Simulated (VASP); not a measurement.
Si2Ni:

```xyz
3
Lattice="0.0000 2.6932 2.6932 2.6932 0.0000 2.6932 2.6932 2.6932 0.0000" Properties=species:S:1:pos:R:3 pbc="T T T"
Si    1.3466    1.3466    1.3466
Si    4.0397    4.0397    4.0397
Ni    0.0000    0.0000    0.0000
```

* Program: VASP 6.6.1
* Task: relaxation of cell and atoms
* Functional: PBE
* Potentials or basis: VASP PAW PBE potentials, release 64 (Si, Ni)
* Cutoff: 600 eV
* k mesh: 14 × 14 × 14
* Occupations: gaussian, width 0.1 eV
* Spin: no spin polarisation

At the start: pressure 5.0 GPa; volume 13.02 Å³/atom.

**Question.** How do energy, volume and symmetry change on relaxing?

**Answer.** Over 6 steps the energy falls by 6.9 meV/atom and the volume is 13.46 Å³/atom (+3.4 %); space group Fm-3m (No. 225, to 0.1 Å) before and after.

Step by step:
| step | energy change (eV) | largest force (eV/Å) | pressure (GPa) | volume (Å³) |
| --- | --- | --- | --- | --- |
| 1 | 0.0000 | 0.0000 | 5.00 | 39.07 |
| 2 | -0.0094 | 0.0000 | -3.51 | 41.41 |
| 3 | -0.0207 | 0.0000 | 0.14 | 40.41 |
| 4 | -0.0206 | 0.0000 | -0.16 | 40.44 |
| 5 | -0.0207 | 0.0000 | 0.10 | 40.37 |
| 6 | -0.0207 | 0.0000 | 0.03 | 40.39 |

Final structure:
```
Si Ni
1.0
     0.00000    2.72314    2.72314
     2.72314    0.00000    2.72314
     2.72314    2.72314    0.00000
Si Ni
2 1
Direct
  0.25000 0.25000 0.25000
  0.75000 0.75000 0.75000
  0.00000 0.00000 0.00000
```
